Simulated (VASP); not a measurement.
Input of a VASP 6.6.1 run:

The input INCAR:

```
PREC = Accurate
ENCUT = 520
EDIFF = 1E-7
ISMEAR = 0
SIGMA = 0.05
LREAL = False
LASPH = True
NELM = 80
ALGO = Normal
ISIF = 2
LWAVE = False
LCHARG = False
GGA = PE
IVDW = 12
NBANDS = 20
```

The input KPOINTS:

```
regular mesh
0
Gamma
  12 12 4
```

POSCAR

```
Al2O3
1.0
    2.8843249483      0.0000000000      0.0000000000
   -1.4421624742      2.4978986780      0.0000000000
    0.0000000000      0.0000000000      9.4768057769
Al O
2 3
Direct
    0.0000000000      0.0000000000      0.1499923300
    0.0000000000      0.0000000000      0.8500076700
    0.3333333333      0.6666666667      0.2223169200
    0.6666666667      0.3333333333      0.0000000000
    0.3333333333      0.6666666667      0.7776830800
```

Potentials or basis: VASP PAW PBE potentials, release 64 (Al, O).

Run with:

```console
$ cat potpaw_PBE.64/Al/POTCAR potpaw_PBE.64/O/POTCAR > POTCAR
$ mpirun -np 1 vasp_std > vasp.out
```

Problem. What does it give for the pressure?

Solution. -3.0 GPa.

Problem. Estimate the largest force.

Solution. 0.231 eV/Å.

Forces in eV/Å, atoms in the order of the input:
```
Al   0.000  0.000 -0.231
Al   0.000  0.000  0.231
O    0.000  0.000 -0.220
O    0.000  0.000  0.000
O    0.000  0.000  0.220
```

Caveat: the cell differs from its parent crystal (strain +0.000 along x and y, +0.015 along z); the cell stands under tension.
